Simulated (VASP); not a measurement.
Set up this calculation in VASP 6.6.1, as the native input.

```
Task                   : single point
Functional             : PBE
Potentials or basis    : VASP PAW PBE potentials, release 64 (Fe, S)
Cutoff                 : 600 eV
k mesh                 : 4 × 4 × 6
Occupations            : methfessel-paxton, width 0.2 eV
Spin                   : no spin polarisation
Dipole correction      : no
Further INCAR settings : ALGO = Normal; EDIFF = 1e-06; NBANDS = 29
```

The structure of FeS2 lies in POSCAR:

```
FeS2
1.0
    4.4308093927      0.0000000000      0.0000000000
    0.0000000000      5.4005595620      0.0000000000
    0.0000000000      0.0000000000      3.3792367813
Fe S
2 4
Direct
    0.5000000000      0.5000000000      0.5000000000
    0.0000000000      0.0000000000      0.0000000000
    0.2990463069      0.8778422770      0.5000000000
    0.7009536931      0.1221577230      0.5000000000
    0.2009536931      0.3778422770      0.0000000000
    0.7990463069      0.6221577230      0.0000000000
```

These files were run (other wordings do the same):

INCAR

```
PREC = Accurate
ENCUT = 600
EDIFF = 1E-6
ISMEAR = 1
SIGMA = 0.2
LREAL = False
LASPH = True
NELM = 120
ALGO = Normal
ISIF = 2
LWAVE = False
LCHARG = False
GGA = PE
NBANDS = 29
GGA_COMPAT = False
```

KPOINTS

```
Automatic mesh
0
Gamma
  4 4 6
```

Potentials or basis: VASP PAW PBE potentials, release 64 (Fe, S).

The run is started by

```console
$ cat potpaw_PBE.64/Fe/POTCAR potpaw_PBE.64/S/POTCAR > POTCAR
$ mpirun -np 1 vasp_std > vasp.out
```

Results of the run:

```json
{
  "Pressure": "0.9 GPa",
  "Largest force": "0.254 eV/Å",
  "Band gap on the k mesh": "0.92 eV (least direct gap 1.19 eV)"
}
```

Run time: 2 min on 1 thread of Intel Xeon 8259CL (shared host), peak memory 0.26 GiB.
